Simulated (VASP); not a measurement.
# Ti (P6/mmm) in VASP: further runs

Ti is run at these levels: PBEsol; tasks: single point.

Program: VASP 6.6.1. These are calculated values, not measurements. Logs are shortened: lines on timing, memory, paths and dates and some standing lists are left out, and cuts for length are marked.

### 1 The cell of the first run

It takes space group P6/mmm (No. 191, hexagonal). The conventional cell has a = 4.470 Å, b = 4.470 Å, c = 2.816 Å, α = 90.00°, β = 90.00°, γ = 120.00°. Ti (site symmetry 6/mmm) has 14 Ti at 2.82 to 2.94 Å within 3.7 Å. Within 3.4 Å of Ti (site symmetry -6m2) lie 11 Ti at 2.58 to 2.94 Å.

This isn't the form of Ti at room conditions, which is hcp.

### 2 Single point, PBEsol (biaxial strain in the a-b plane: -1.0 %)

Contents of INCAR:

```
SYSTEM = Ti
  PREC = Accurate
  ENCUT = 550
  EDIFF = 1E-6
  ISMEAR = 0
  SIGMA = 0.1
  LREAL = .False.
  LASPH = .True.
  NELM = 300
  ALGO = All
  ISIF = 2
  LWAVE = .False.
  LCHARG = .False.
  GGA = PS
  NBANDS = 25
  GGA_COMPAT = .False.
  ISEARCH = 1
  KPAR = 4
```

Contents of KPOINTS:

```
regular mesh
0
Gamma
  12 12 18
  0 0 0
```

Contents of POSCAR:

```
Ti
1.0
    4.4701371534      0.0000000000      0.0000000000
   -2.2350685767      3.8712523333      0.0000000000
    0.0000000000      0.0000000000      2.8155864070
Ti
3
Direct
    0.0000000000      0.0000000000      0.0000000000
    0.3333333333      0.6666666667      0.5000000000
    0.6666666667      0.3333333333      0.5000000000
```

Potentials or basis: VASP PAW PBE potentials, release 64 (Ti_sv).

Started as:

```console
cat potpaw_PBE.64/Ti_sv/POTCAR > POTCAR
mpirun -np 4 vasp_std > vasp.out
```

OUTCAR:

```text
SYSTEM = Ti
   PREC = Accurate
   ENCUT = 550
   EDIFF = 1E-6
   ISMEAR = 0
   LREAL = .False.
   LASPH = .True.
   NELM = 300
   ISIF = 2
   GGA = PS

 ion  position               nearest neighbor table
   1  0.000  0.000  0.000-
   2  0.333  0.667  0.500-   3 2.58   3 2.58   3 2.58
   3  0.667  0.333  0.500-   2 2.58   2 2.58   2 2.58

  LATTYP: Found a hexagonal cell.
 ALAT       =     4.4701371534
 C/A-ratio  =     0.6298657760

  Lattice vectors:

 A1 = (   4.4701371534,   0.0000000000,   0.0000000000)
 A2 = (  -2.2350685767,   3.8712523333,   0.0000000000)
 A3 = (   0.0000000000,   0.0000000000,   2.8155864070)

Analysis of symmetry for initial positions (statically):
=====================================================================
 Subroutine PRICEL returns:
 Original cell was already a primitive cell.

 Routine SETGRP: Setting up the symmetry group for a
 hexagonal supercell.

 Subroutine GETGRP returns: Found 24 space group operations
 (whereof 24 operations were pure point group operations)
 out of a pool of 24 trial point group operations.

The static configuration has the point symmetry D_6h.

Analysis of symmetry for dynamics (positions and initial velocities):
=====================================================================
 Subroutine PRICEL returns:
 Original cell was already a primitive cell.

 Routine SETGRP: Setting up the symmetry group for a
 hexagonal supercell.

 Subroutine GETGRP returns: Found 24 space group operations
 (whereof 24 operations were pure point group operations)
 out of a pool of 24 trial point group operations.

The dynamic configuration has the point symmetry D_6h.

 Subroutine INISYM returns: Found 24 space group operations
 (whereof 24 operations are pure point group operations),
 and found     1 'primitive' translations

----------------------------------------------------------------------------------------

                                     Primitive cell

  volume of cell :      48.7238

  direct lattice vectors                    reciprocal lattice vectors
     4.470137153  0.000000000  0.000000000     0.223706783  0.129157171  0.000000000
    -2.235068577  3.871252333  0.000000000     0.000000000  0.258314342  0.000000000
     0.000000000  0.000000000  2.815586407     0.000000000  0.000000000  0.355165800

  length of vectors
     4.470137153  4.470137153  2.815586407     0.258314342  0.258314342  0.355165800

  position of ions in fractional coordinates (direct lattice)
     0.000000000  0.000000000  0.000000000
     0.333333333  0.666666667  0.500000000
     0.666666667  0.333333333  0.500000000

  ion indices of the primitive-cell ions
   primitive index   ion index
                 1           1
                 2           2
                 3           3

----------------------------------------------------------------------------------------

 KPOINTS: regular mesh

Automatic generation of k-mesh.
 Grid dimensions read from file:
 generate k-points for:   12   12   18

 Generating k-lattice:

  Cartesian coordinates                     Fractional coordinates (reciprocal lattice)
     0.018642232  0.010763098  0.000000000     0.083333333  0.000000000  0.000000000
     0.000000000  0.021526195  0.000000000     0.000000000  0.083333333  0.000000000
     0.000000000  0.000000000  0.019731433     0.000000000  0.000000000  0.055555556

  Length of vectors
     0.021526195  0.021526195  0.019731433

  Shift w.r.t. Gamma in fractional coordinates (k-lattice)
     0.000000000  0.000000000  0.000000000

 Subroutine IBZKPT returns following result:
 ===========================================

 Found    190 irreducible k-points:

 Following reciprocal coordinates:
            Coordinates               Weight
  0.000000  0.000000  0.000000      1.000000
  0.083333  0.000000  0.000000      6.000000
  0.166667 -0.000000  0.000000      6.000000
  0.250000 -0.000000  0.000000      6.000000
  0.333333 -0.000000  0.000000      6.000000
  0.416667 -0.000000  0.000000      6.000000
[... 16 lines left out ...]
  0.250000 -0.000000  0.055556     12.000000
  0.333333 -0.000000  0.055556     12.000000
 [... further k-points ...]
   k-points           NKPTS =    190   k-points in BZ     NKDIM =    190   number of bands    NBANDS=     25
   number of dos      NEDOS =    301   number of ions     NIONS =      3
   total plane-waves  NPLWV =  31104
   dimension x,y,z NGX =    36 NGY =   36 NGZ =   24
   dimension x,y,z NGXF=    72 NGYF=   72 NGZF=   48
   ions per type =               3
   NGX,Y,Z   is equivalent  to a cutoff of  13.39, 13.39, 14.17 a.u.
   NGXF,Y,Z  is equivalent  to a cutoff of  26.78, 26.78, 28.34 a.u.
 SYSTEM =  Ti
   PREC   = accura    normal or accurate (medium, high low for compatibility)
   ISTART =      0    job   : 0-new  1-cont  2-samecut
   ICHARG =      2    charge: 1-file 2-atom 10-const
   ISPIN  =      1    spin polarized calculation?
   LNONCOLLINEAR =      F non collinear calculations
   LSORBIT =      F    spin-orbit coupling
   LASPH  =      T    aspherical Exc in radial PAW
   ENCUT  =  550.0 eV  40.42 Ry    6.36 a.u.   8.55  8.55  5.38*2*pi/ulx,y,z
   NELM   =    300;   NELMIN=  2; NELMDL= -5     # of ELM steps
   EDIFF  = 0.1E-05   stopping-criterion for ELM
   LREAL  =      F    real-space projection
   EDIFFG = 0.1E-04   stopping-criterion for IOM
   NSW    =      0    number of steps for IOM
   IBRION =     -1    ionic relax: 0-MD 1-quasi-New 2-CG
   NFREE  =      0    steps in history (QN), initial steepest desc. (CG)
   ISIF   =      2    stress and relaxation
   ISYM   =      2    0-nonsym 1-usesym 2-fastsym
   POTIM  = 0.5000    time-step for ionic-motion
   TEBEG  =    0.0;   TEEND  =   0.0 temperature during run
   PSTRESS=    0.0 pullay stress
   NELECT =      36.0000    total number of electrons
   NUPDOWN=      -1.0000    fix difference up-down
   EMIN   =  10.00;   EMAX   =-10.00  energy-range for DOS
   EFERMI =   0.00;   METHOD = LEGACY
   ISMEAR =     0;   SIGMA  =   0.10  broadening in eV -4-tet -1-fermi 0-gaus
   EFERMI_NEDOS =   21; number of points for ismear=-14 and -15
   IALGO  =     58    algorithm
   IMIX   =      4    mixing-type and parameters
     AMIX     =   0.40;   BMIX     =  1.00
     AMIX_MAG =   1.60;   BMIX_MAG =  1.00
  volume/ion in A,a.u.               =      16.24       109.60
  Fermi-wavevector in a.u.,A,eV,Ry     =   1.480001  2.796796 29.802231  2.190402
  Thomas-Fermi vector in A             =   2.594089
   LORBIT       =      0    0 simple, 1 ext, 2 COOP (PROOUT), +10 PAW based schemes
   GGA     = PS    functional components
   LHFCALC =     F    Hartree Fock is set to
   AEXX    =    0.0000 exact exchange contribution
   IVDW    =     0    specifies the selected vdW correction
   LEPSILON=     F    determine dielectric tensor
   LRPA    =     F    only Hartree local field effects (RPA)
 non-spin polarized calculation
 Gauss-broadening in eV      SIGMA  =   0.10
  energy-cutoff  :      550.00
  volume of cell :       48.72
 maximum number of plane-waves:      1451
 NGX is ok and might be reduce to    36
   NGX = 17   NGY = 17   NGZ = 11

 number of electron      36.0000008 magnetization

 Free energy of the ion-electron system (eV)
  ---------------------------------------------------
  ext. energy  EPLUGINS =         0.00000000
  ---------------------------------------------------
  free energy    TOTEN  =       -25.05827207 eV

  energy without entropy =      -25.04505129  energy(sigma->0) =      -25.05166168

 E-fermi :   8.8337     XC(G=0): -11.9586

 val. band max:        8.8330740233   @ k =   0.3333   0.1667   0.3333
 cond. band min:       8.8387059944   @ k =   0.3333   0.3333   0.3333
 fundamental gap:      0.0056319711
 Fermi energy:         8.8336604593

 k-point     1 :       0.0000    0.0000    0.0000
  band No.  band energies     occupation
      1     -47.7490      2.00000
      2     -47.4750      2.00000
      3     -47.2651      2.00000
      4     -24.1849      2.00000
      5     -24.1849      2.00000
      6     -24.1079      2.00000
[... 17 lines left out ...]
     24      10.7207      0.00000
     25      10.7236      0.00000

 k-point     2 :       0.0833    0.0000    0.0000
  band No.  band energies     occupation
      1     -47.7475      2.00000
      2     -47.4731      2.00000
      3     -47.2687      2.00000
      4     -24.2244      2.00000
      5     -24.2175      2.00000
      6     -24.0678      2.00000
[... 17 lines left out ...]
     24      10.4386      0.00000
     25      10.9703      0.00000

 k-point     3 :       0.1667   -0.0000    0.0000
  band No.  band energies     occupation
      1     -47.7432      2.00000
      2     -47.4673      2.00000
      3     -47.2791      2.00000
      4     -24.2825      2.00000
      5     -24.2482      2.00000
      6     -24.0081      2.00000
[... 17 lines left out ...]
     24      10.4568      0.00000
     25      11.2690      0.00000

 k-point     4 :       0.2500   -0.0000    0.0000
  band No.  band energies     occupation
      1     -47.7376      2.00000
      2     -47.4574      2.00000
      3     -47.2953      2.00000
      4     -24.3345      2.00000
      5     -24.2508      2.00000
      6     -23.9540      2.00000
[... 17 lines left out ...]
     24      10.7352      0.00000
     25      11.6678      0.00000

 k-point     5 :       0.3333   -0.0000    0.0000
  band No.  band energies     occupation
      1     -47.7322      2.00000
      2     -47.4438      2.00000
      3     -47.3149      2.00000
      4     -24.3747      2.00000
      5     -24.2244      2.00000
      6     -23.9116      2.00000
[... 17 lines left out ...]
     24      11.0744      0.00000
     25      11.6940      0.00000

 k-point     6 :       0.4167   -0.0000    0.0000
  band No.  band energies     occupation
      1     -47.7284      2.00000
      2     -47.4295      2.00000
      3     -47.3336      2.00000
      4     -24.4000      2.00000
      5     -24.1793      2.00000
      6     -23.9268      2.00000
[... 17 lines left out ...]
     24      11.1619      0.00000
     25      11.5801      0.00000
[... 393 lines left out ...]
 k-point    21 :       0.0833    0.0000    0.0556
  band No.  band energies     occupation
      1     -47.7451      2.00000
      2     -47.4719      2.00000
      3     -47.2670      2.00000
      4     -24.2206      2.00000
      5     -24.2139      2.00000
      6     -24.0663      2.00000
[... 17 lines left out ...]
     24      10.4669      0.00000
     25      11.0281      0.00000

 k-point    22 :       0.1667   -0.0000    0.0556
  band No.  band energies     occupation
      1     -47.7410      2.00000
      2     -47.4660      2.00000
      3     -47.2774      2.00000
      4     -24.2781      2.00000
      5     -24.2445      2.00000
      6     -24.0076      2.00000
[... 17 lines left out ...]
     24      10.4634      0.00000
     25      11.3363      0.00000

 k-point    23 :       0.2500   -0.0000    0.0556
  band No.  band energies     occupation
      1     -47.7355      2.00000
      2     -47.4559      2.00000
      3     -47.2936      2.00000
      4     -24.3295      2.00000
      5     -24.2476      2.00000
      6     -23.9544      2.00000
[... 17 lines left out ...]
     24      10.7207      0.00000
     25      11.6781      0.00000

 k-point    24 :       0.3333   -0.0000    0.0556
  band No.  band energies     occupation
      1     -47.7303      2.00000
      2     -47.4422      2.00000
      3     -47.3132      2.00000
      4     -24.3693      2.00000
      5     -24.2221      2.00000
      6     -23.9129      2.00000
[... 17 lines left out ...]
     24      11.0573      0.00000
     25      11.6537      0.00000

 [... further k-points ...]

------------------------ aborting loop because EDIFF is reached ----------------------------------------

  FORCE on cell =-STRESS in cart. coord.  units (eV):
  Direction    XX          YY          ZZ          XY          YZ          ZX
  --------------------------------------------------------------------------------------
  -------------------------------------------------------------------------------------
  Total        0.7197182      0.7197182     -0.1678446      0.0000000      0.0000000     -0.0000000
  in kB       23.6663817     23.6663817     -5.5192074      0.0000000      0.0000000     -0.0000000
  external PRESSURE =      13.9378520 kB  Pullay stress =       0.0000000 kB

 VOLUME and BASIS-vectors are now :
 -----------------------------------------------------------------------------
  energy-cutoff  :      550.00
  volume of cell :       48.72
      direct lattice vectors                 reciprocal lattice vectors
     4.470137153  0.000000000  0.000000000     0.223706783  0.129157171  0.000000000
    -2.235068577  3.871252333  0.000000000     0.000000000  0.258314342  0.000000000
     0.000000000  0.000000000  2.815586407     0.000000000  0.000000000  0.355165800

 POSITION                                       TOTAL-FORCE (eV/Angst)
 -----------------------------------------------------------------------------------
      0.00000      0.00000      0.00000        -0.000000     -0.000000     -0.000000
     -0.00000      2.58083      1.40779         0.000000     -0.000000      0.000000
      2.23507      1.29042      1.40779        -0.000000      0.000000     -0.000000
 -----------------------------------------------------------------------------------
    total drift:                                0.000000      0.000000     -0.000000

  FREE ENERGIE OF THE ION-ELECTRON SYSTEM (eV)
  ---------------------------------------------------
  free  energy   TOTEN  =       -25.0582720677 eV

  energy  without entropy=      -25.0450518920  energy(sigma->0) =      -25.05166198
```

It took 1.7 min on 4 MPI ranks of Intel Xeon Platinum 8488C (Sapphire Rapids), shared host; peak memory 0.52 GiB.

Results:

| Quantity | Value |
| --- | --- |
| Free energy | -25.0583 eV |
| Pressure | 1.4 GPa |
| Band gap on the k mesh | zero (bands 18 and 19 overlap by 0.44 eV) |

Caveat: the cell differs from its parent crystal (biaxial strain in the a-b plane: -1.0 %); the PAW data sets were made with another functional, which shifts forces and pressure a little.

### 3 Single point, PBEsol

This run uses another cell than the first one, of 16.47 Å³/atom.

Contents of INCAR:

```
PREC = Accurate ; ENCUT = 550
EDIFF = 1E-6 ; ISMEAR = 0
SIGMA = 0.1 ; LREAL = False
LASPH = True ; NELM = 300
ALGO = All ; ISIF = 2
LWAVE = False ; LCHARG = False
GGA = PS ; ISYM = 0
NBANDS = 25 ; GGA_COMPAT = False
ISEARCH = 1 ; KPAR = 4
```

Contents of KPOINTS:

```
Automatic mesh
0
Gamma
  9 7 15
```

Contents of POSCAR:

```
Ti
1.0
    4.5152900557      0.0000000000      0.0000000000
   -2.2576450279      4.8087554628      0.0000000000
    0.0000000000     -1.6289549232      2.2759067960
Ti
3
Direct
    0.0000000000      0.0000000000      0.0000000000
    0.6666666667      0.3333333333      0.8333333333
    0.3333333333      0.6666666667      0.1666666667
```

Potentials or basis: VASP PAW PBE potentials, release 64 (Ti_sv).

Started as:

```console
cat potpaw_PBE.64/Ti_sv/POTCAR > POTCAR
mpirun -np 4 vasp_std > vasp.out
```

Wall time 3.5 min (4 MPI ranks of Intel Xeon Platinum 8488C (Sapphire Rapids), shared host); peak memory 1.1 GiB.

Results (log left out):

- Free energy: -25.0641 eV
- Pressure: -0.2 GPa
- Band gap on the k mesh: zero (bands 18 and 19 overlap by 0.34 eV)

Forces in eV/Å, atoms in the order of the input:
```
Ti   0.000  0.000  0.000
Ti  -0.001  0.002  0.001
Ti   0.001 -0.002 -0.001
```

Levels at points of the mesh, in eV from the Fermi level:
```
           k point  band 14  band 15  band 16  band 17  band 18  band 19  band 20  band 21  band 22  band 23
(0.00, 0.00, 0.00)    -2.05    -0.71    -0.71    -0.61    -0.61    -0.01     0.71     1.34     1.34     1.88
```

Caveat: the PAW data sets were made with another functional, which shifts forces and pressure a little.
